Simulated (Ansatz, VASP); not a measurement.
**Two plane-wave programs on SiO2**

INCAR

```
SYSTEM = SiO2
ALGO = Normal
EDIFF = 1E-6
ENCUT = 520
GGA = CA
ISIF = 2
ISMEAR = 0
LASPH = .TRUE.
LCHARG = .TRUE.
LELF = .TRUE.
LREAL = .FALSE.
LVHAR = .TRUE.
LWAVE = .FALSE.
NBANDS = 44
NELM = 80
PREC = Accurate
SIGMA = 0.05
```

Contents of KPOINTS:

```
k-points
0
G
  4 4 4
  0 0 0
```

Contents of POSCAR:

```
SiO2
1.0
    4.9405297414      0.0000000000      0.0000000000
    0.0000000000      4.9405297414      0.0000000000
    0.0000000000      0.0000000000      6.8596012179
Si O
4 8
Direct
    0.8048597405      0.8048597405      0.5000000000
    0.6951402595      0.3048597405      0.2500000000
    0.1951402595      0.1951402595      0.0000000000
    0.3048597405      0.6951402595      0.7500000000
    0.2628906942      0.3857667455      0.8162028594
    0.1142332545      0.7628906942      0.5662028594
    0.7371093058      0.6142332545      0.3162028594
    0.8857667455      0.2371093058      0.0662028594
    0.7628906942      0.1142332545      0.4337971406
    0.6142332545      0.7371093058      0.6837971406
    0.2371093058      0.8857667455      0.9337971406
    0.3857667455      0.2628906942      0.1837971406
```

Input for Ansatz:

```yaml
crystal:
  lattice:
    - [4.9405297414, 0.0, 0.0]
    - [0.0, 4.9405297414, 0.0]
    - [0.0, 0.0, 6.8596012179]
  atoms:
    - { symbol: Si, position: [0.8048597405, 0.8048597405, 0.5] }
    - { symbol: Si, position: [0.6951402595, 0.3048597405, 0.25] }
    - { symbol: Si, position: [0.1951402595, 0.1951402595, 0.0] }
    - { symbol: Si, position: [0.3048597405, 0.6951402595, 0.75] }
    - { symbol: O, position: [0.2628906942, 0.3857667455, 0.8162028594] }
    - { symbol: O, position: [0.1142332545, 0.7628906942, 0.5662028594] }
    - { symbol: O, position: [0.7371093058, 0.6142332545, 0.3162028594] }
    - { symbol: O, position: [0.8857667455, 0.2371093058, 0.0662028594] }
    - { symbol: O, position: [0.7628906942, 0.1142332545, 0.4337971406] }
    - { symbol: O, position: [0.6142332545, 0.7371093058, 0.6837971406] }
    - { symbol: O, position: [0.2371093058, 0.8857667455, 0.9337971406] }
    - { symbol: O, position: [0.3857667455, 0.2628906942, 0.1837971406] }
basis:
  ecutwfc: 420
kpoints:
  mp_grid: { grid: [4, 4, 4] }
hamiltonian:
  xc: lda
scf:
  occupations: { method: gaussian, width: 0.05 }
output:
  forces: true
  stress: true
  eigenvalues: true
  write_density: true
  write_potential: true
  elf: true
  volumetric_format: npy
```

Alike in both runs: task single point; functional LDA; k mesh 4 × 4 × 4; occupations gaussian, width 0.05 eV; no spin polarisation.

|  | VASP | Ansatz |
| --- | --- | --- |
| version | VASP 6.6.1 | Ansatz 0.2.0 |
| potentials or method | VASP PAW LDA potentials, release 64 (Si, O), cutoff 520 eV | scalar-relativistic, plane waves, PAW |
| valence electrons in the cell | 64 | 64 |

VASP gave:

| Quantity | Value |
| --- | --- |
| gap on the k mesh at the Fermi level (eV) | 5.56 |
| least direct gap on the mesh (eV) | 5.56 |
| pressure (GPa) | 0.6 |
| rms of the force components (eV/Å) | 0.016 |

Q: Which values does Ansatz return?

A: gap on the k mesh at the Fermi level (eV): 5.56; least direct gap on the mesh (eV): 5.56; pressure (GPa): 0.0; rms of the force components (eV/Å): 0.001.

LDA's correlation is that of Perdew and Zunger in VASP and of Perdew and Wang (1992) in Ansatz. Atom by atom the forces differ by 0.016 eV/Å (rms over components).
